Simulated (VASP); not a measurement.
# C (R-3m) in VASP: a series of runs

The runs below take C through single point, relaxation of cell and atoms, with PBE.

All numbers are computed with VASP 6.6.1; they aren't measurements. Logs are shortened: lines on timing, memory, paths and dates and some standing lists are left out, and cuts for length are marked.

### 1 The cell of the first run

Symmetry: R-3m, No. 166, trigonal system. Conventional cell: a = 2.467 Å, b = 2.467 Å, c = 12.614 Å, α = 90.00°, β = 90.00°, γ = 120.00°. C (site symmetry 3m) has 3 C at 1.42 Å within 1.9 Å.

### 2 Single point, PBE

The input, INCAR:

```
SYSTEM = C
PREC = Accurate ; ENCUT = 520
EDIFF = 1E-6 ; ISMEAR = 0
SIGMA = 0.01 ; LREAL = .False.
LASPH = .True. ; NELM = 100
ALGO = Normal ; ISIF = 2
LWAVE = .False. ; LCHARG = .False.
GGA = PE ; NBANDS = 11
```

The input, KPOINTS:

```
regular mesh
0
Gamma
  18 18 18
  0 0 0
```

The input, POSCAR:

```
C
1.0
    1.2332673519      0.7120272376      4.2047060811
   -1.2332673519      0.7120272376      4.2047060811
    0.0000000000     -1.4240544752      4.2047060811
C
2
Direct
    0.8333394636      0.8333394636      0.8333394636
    0.1666605364      0.1666605364      0.1666605364
```

Potentials or basis: VASP PAW PBE potentials, release 64 (C).

Started as:

```
$ cat potpaw_PBE.64/C/POTCAR > POTCAR
$ mpirun -np 1 vasp_std > vasp.out
```

OUTCAR:

```text
SYSTEM = C
   PREC = Accurate
   ENCUT = 520
   EDIFF = 1E-6
   ISMEAR = 0
   LREAL = .False.
   LASPH = .True.
   NELM = 100
   ISIF = 2
   GGA = PE

 ion  position               nearest neighbor table
   1  0.833  0.833  0.833-   2 1.42   2 1.42   2 1.42
   2  0.167  0.167  0.167-   1 1.42   1 1.42   1 1.42

  LATTYP: Found a trigonal (rhomboedric) cell.
 ALAT       =     4.4393112503
 COS(alpha) =     0.8456476400

  Lattice vectors:

 A1 = (   1.2332673519,   0.7120272376,   4.2047060811)
 A2 = (  -1.2332673519,   0.7120272376,   4.2047060811)
 A3 = (   0.0000000000,  -1.4240544752,   4.2047060811)

Analysis of symmetry for initial positions (statically):
=====================================================================
 Subroutine PRICEL returns:
 Original cell was already a primitive cell.

 Routine SETGRP: Setting up the symmetry group for a
 trigonal (rhombohedral) supercell.

 Subroutine GETGRP returns: Found 12 space group operations
 (whereof 12 operations were pure point group operations)
 out of a pool of 12 trial point group operations.

The static configuration has the point symmetry D_3d.

Analysis of symmetry for dynamics (positions and initial velocities):
=====================================================================
 Subroutine PRICEL returns:
 Original cell was already a primitive cell.

 Routine SETGRP: Setting up the symmetry group for a
 trigonal (rhombohedral) supercell.

 Subroutine GETGRP returns: Found 12 space group operations
 (whereof 12 operations were pure point group operations)
 out of a pool of 12 trial point group operations.

The dynamic configuration has the point symmetry D_3d.

 Subroutine INISYM returns: Found 12 space group operations
 (whereof 12 operations are pure point group operations),
 and found     1 'primitive' translations

----------------------------------------------------------------------------------------

                                     Primitive cell

  volume of cell :      22.1534

  direct lattice vectors                    reciprocal lattice vectors
     1.233267352  0.712027238  4.204706081     0.405427095  0.234073443  0.079276251
    -1.233267352  0.712027238  4.204706081    -0.405427095  0.234073443  0.079276251
     0.000000000 -1.424054475  4.204706081     0.000000000 -0.468146885  0.079276251

  length of vectors
[... 82 lines left out ...]
   EDIFF  = 0.1E-05   stopping-criterion for ELM
   LREAL  =      F    real-space projection
   EDIFFG = 0.1E-04   stopping-criterion for IOM
   NSW    =      0    number of steps for IOM
   IBRION =     -1    ionic relax: 0-MD 1-quasi-New 2-CG
   NFREE  =      0    steps in history (QN), initial steepest desc. (CG)
   ISIF   =      2    stress and relaxation
   ISYM   =      2    0-nonsym 1-usesym 2-fastsym
   POTIM  = 0.5000    time-step for ionic-motion
   TEBEG  =    0.0;   TEEND  =   0.0 temperature during run
   PSTRESS=    0.0 pullay stress
   NELECT =       8.0000    total number of electrons
   NUPDOWN=      -1.0000    fix difference up-down
   EMIN   =  10.00;   EMAX   =-10.00  energy-range for DOS
   EFERMI =   0.00;   METHOD = LEGACY
   ISMEAR =     0;   SIGMA  =   0.01  broadening in eV -4-tet -1-fermi 0-gaus
   EFERMI_NEDOS =   21; number of points for ismear=-14 and -15
   IALGO  =     38    algorithm
   IMIX   =      4    mixing-type and parameters
     AMIX     =   0.40;   BMIX     =  1.00
     AMIX_MAG =   1.60;   BMIX_MAG =  1.00
  volume/ion in A,a.u.               =      11.08        74.75
  Fermi-wavevector in a.u.,A,eV,Ry     =   1.165801  2.203045 18.491582  1.359093
  Thomas-Fermi vector in A             =   2.302323
   LORBIT       =      0    0 simple, 1 ext, 2 COOP (PROOUT), +10 PAW based schemes
   GGA     = PE    functional components
   LHFCALC =     F    Hartree Fock is set to
   AEXX    =    0.0000 exact exchange contribution
   IVDW    =     0    specifies the selected vdW correction
   LEPSILON=     F    determine dielectric tensor
   LRPA    =     F    only Hartree local field effects (RPA)
 non-spin polarized calculation
 Gauss-broadening in eV      SIGMA  =   0.01
  energy-cutoff  :      520.00
  volume of cell :       22.15
 maximum number of plane-waves:       613
 NGX is ok and might be reduce to    36
   NGX = 17   NGY = 17   NGZ = 17

 number of electron       8.0000000 magnetization

 Free energy of the ion-electron system (eV)
  ---------------------------------------------------
  ext. energy  EPLUGINS =         0.00000000
  ---------------------------------------------------
  free energy    TOTEN  =       -18.45204876 eV

  energy without entropy =      -18.45204876  energy(sigma->0) =      -18.45204876

 E-fermi :   2.9065     XC(G=0):  -8.8095

 val. band max:        2.8170685367   @ k =  -0.3333   0.3333   0.0000
 cond. band min:       2.9631058841   @ k =  -0.3333   0.3333   0.0000
 fundamental gap:      0.1460373475
 Fermi energy:         2.9064957842

 k-point     1 :       0.0000    0.0000    0.0000
  band No.  band energies     occupation
      1     -16.6449      2.00000
      2      -4.4495      2.00000
      3      -0.1527      2.00000
      4      -0.1527      2.00000
      5       6.0148      0.00000
      6      11.1970      0.00000
      7      11.1970      0.00000
      8      14.2947      0.00000
      9      15.3826      0.00000
     10      20.1285      0.00000
     11      25.4152      0.00000
[... 309 lines left out ...]
 k-point    24 :      -0.2222    0.0556   -0.0000
  band No.  band energies     occupation
      1     -15.1230      2.00000
      2      -4.5447      2.00000
      3      -2.7011      2.00000
      4      -2.3802      2.00000
      5       8.0727      0.00000
      6      10.0277      0.00000
      7      11.2631      0.00000
      8      15.7641      0.00000
      9      18.5358      0.00000
     10      19.8205      0.00000
     11      24.0710      0.00000

 [... further k-points ...]
[... 5 lines left out ...]
  --------------------------------------------------------------------------------------
  -------------------------------------------------------------------------------------
  Total        0.0770500      0.0770500     -0.0021353      0.0000000     -0.0000000      0.0000000
  in kB        5.5724061      5.5724061     -0.1544268      0.0000000     -0.0000000      0.0000000
  external PRESSURE =       3.6634618 kB  Pullay stress =       0.0000000 kB

 VOLUME and BASIS-vectors are now :
 -----------------------------------------------------------------------------
  energy-cutoff  :      520.00
  volume of cell :       22.15
      direct lattice vectors                 reciprocal lattice vectors
     1.233267352  0.712027238  4.204706081     0.405427095  0.234073443  0.079276251
    -1.233267352  0.712027238  4.204706081    -0.405427095  0.234073443  0.079276251
     0.000000000 -1.424054475  4.204706081     0.000000000 -0.468146885  0.079276251

 POSITION                                       TOTAL-FORCE (eV/Angst)
 -----------------------------------------------------------------------------------
      0.00000      0.00000     10.51184         0.000000      0.000000      0.000087
      0.00000      0.00000      2.10228         0.000000     -0.000000     -0.000087
 -----------------------------------------------------------------------------------
    total drift:                               -0.000000      0.000000     -0.000000

  FREE ENERGIE OF THE ION-ELECTRON SYSTEM (eV)
  ---------------------------------------------------
  free  energy   TOTEN  =       -18.4520487585 eV

  energy  without entropy=      -18.4520487585  energy(sigma->0) =      -18.45204876
```

OSZICAR:

```text
N       E                     dE             d eps       ncg     rms          rms(c)
DAV:   1     0.105500301610E+02    0.10550E+02   -0.44228E+03 13011   0.645E+02
DAV:   2    -0.188490828512E+02   -0.29399E+02   -0.27841E+02 16917   0.133E+02
DAV:   3    -0.196921104951E+02   -0.84303E+00   -0.84094E+00 16324   0.198E+01
DAV:   4    -0.196960773200E+02   -0.39668E-02   -0.39663E-02 15310   0.162E+00
DAV:   5    -0.196961005744E+02   -0.23254E-04   -0.23254E-04 16319   0.113E-01    0.630E+00
DAV:   6    -0.187662616351E+02    0.92984E+00   -0.69225E-01 14702   0.502E+00    0.368E+00
DAV:   7    -0.184462632403E+02    0.32000E+00   -0.89638E-01 15273   0.569E+00    0.103E+00
DAV:   8    -0.184523675608E+02   -0.61043E-02   -0.25963E-02 14524   0.103E+00    0.164E-01
DAV:   9    -0.184519415550E+02    0.42601E-03   -0.70786E-04 15237   0.173E-01    0.913E-02
DAV:  10    -0.184520479989E+02   -0.10644E-03   -0.43578E-04 13867   0.141E-01    0.391E-02
DAV:  11    -0.184520479390E+02    0.59965E-07   -0.17553E-05 15685   0.288E-02    0.277E-03
DAV:  12    -0.184520487585E+02   -0.81954E-06   -0.60063E-07 14059   0.685E-03
   1 F= -.18452049E+02 E0= -.18452049E+02  d E =-.276048E-18
```

Run time: 6.6 min. Hardware: 1 thread of AMD EPYC 7R43 (Zen 3), shared host; peak memory 0.24 GiB.

What came out:

* Free energy: -18.4520 eV
* Pressure: 0.4 GPa

Caveat: this functional lacks dispersion, which binds layers or chains, so the pressure and a relaxed spacing across them are unreliable.

### 3 Relaxation of cell and atoms, PBE

The input, INCAR:

```
PREC     = Accurate       # precision mode
ENCUT    = 600            # plane-wave cutoff, eV
EDIFF    = 1E-6           # SCF threshold, eV
ISMEAR   = 0              # smearing method
SIGMA    = 0.01           # smearing width, eV
LREAL    = False          # projectors in reciprocal space
LASPH    = True           # aspherical terms in the spheres
NELM     = 100            # most SCF steps
ALGO     = Normal         # electronic algorithm
ISIF     = 3              # what is computed and relaxed
LWAVE    = False          # write WAVECAR
LCHARG   = False          # write CHGCAR
GGA      = PE             # functional
IBRION   = 2              # ionic algorithm
NSW      = 100            # ionic steps
EDIFFG   = -0.01          # ionic threshold
```

The input, KPOINTS:

```
Automatic mesh
0
Gamma
  18 18 18
```

POSCAR is that of step 2.

Potentials or basis: VASP PAW PBE potentials, release 64 (C).

Started as:

```
$ cat potpaw_PBE.64/C/POTCAR > POTCAR
$ mpirun -np 1 vasp_std > vasp.out
```

Run time: 58 min. Hardware: 1 thread of AMD EPYC 7R43 (Zen 3), shared host; peak memory 0.24 GiB.

It converged, with:

- Free energy: -18.4579 eV
- Relaxed volume: 10.35 Å³/atom
- Relaxed cell: a = 4.179 Å, b = 4.179 Å, c = 4.179 Å, α = 34.33°, β = 34.33°, γ = 34.33°
- Space group after relaxing (to 0.1 Å): R-3m (No. 166)
- Energy gained by relaxing: 0.6 meV/atom
- Ionic steps: 29
- Pressure after relaxing: -0.1 GPa

Stress tensor (GPa, compression positive):
```
-0.10  0.00  0.00
 0.00 -0.10  0.00
 0.00  0.00  0.03
```

Step by step:
```
step  energy change (eV)  largest force (eV/Å)  pressure (GPa)  volume (Å³)
   1              0.0000                0.0001            0.03        22.15
   2              0.0000                0.0000           -0.28        22.16
   3              0.0000                0.0000           -0.16        22.16
   4              0.0000                0.0001           -0.17        22.15
   5             -0.0001                0.0003           -0.21        22.12
   6             -0.0001                0.0009           -0.37        22.06
   7             -0.0002                0.0020           -0.61        21.94
   8             -0.0002                0.0020           -0.62        21.93
   9             -0.0003                0.0020           -0.59        21.92
  10             -0.0003                0.0020           -0.52        21.89
  11             -0.0004                0.0020           -0.38        21.83
  12             -0.0006                0.0021           -0.20        21.72
  13             -0.0007                0.0022            0.33        21.48
  14             -0.0007                0.0022            0.42        21.45
  15             -0.0008                0.0018            0.45        21.39
  16             -0.0008                0.0018            0.40        21.38
  17             -0.0008                0.0017            0.41        21.36
  18             -0.0008                0.0016            0.42        21.33
  19             -0.0009                0.0012            0.46        21.27
  20             -0.0010                0.0006            0.41        21.16
  21             -0.0011                0.0008            0.41        20.92
  22             -0.0010                0.0036            0.44        20.44
  23             -0.0011                0.0015            0.38        20.80
  24             -0.0011                0.0025            0.43        20.62
  25             -0.0011                0.0019            0.33        20.71
  26             -0.0011                0.0024            0.45        20.64
  27             -0.0011                0.0022            0.38        20.67
  28             -0.0011                0.0023            0.44        20.66
  29             -0.0011                0.0009           -0.05        20.70
```

Final structure:
```yaml
crystal:
  lattice:
    - [1.23342, 0.71212, 3.92859]
    - [-1.23342, 0.71212, 3.92859]
    - [0.00000, -1.42423, 3.92859]
  atoms:
    - { symbol: C, position: [0.83334, 0.83334, 0.83334] }
    - { symbol: C, position: [0.16666, 0.16666, 0.16666] }
```

Caveat: this functional lacks dispersion, which binds layers or chains, so the pressure and a relaxed spacing across them are unreliable.
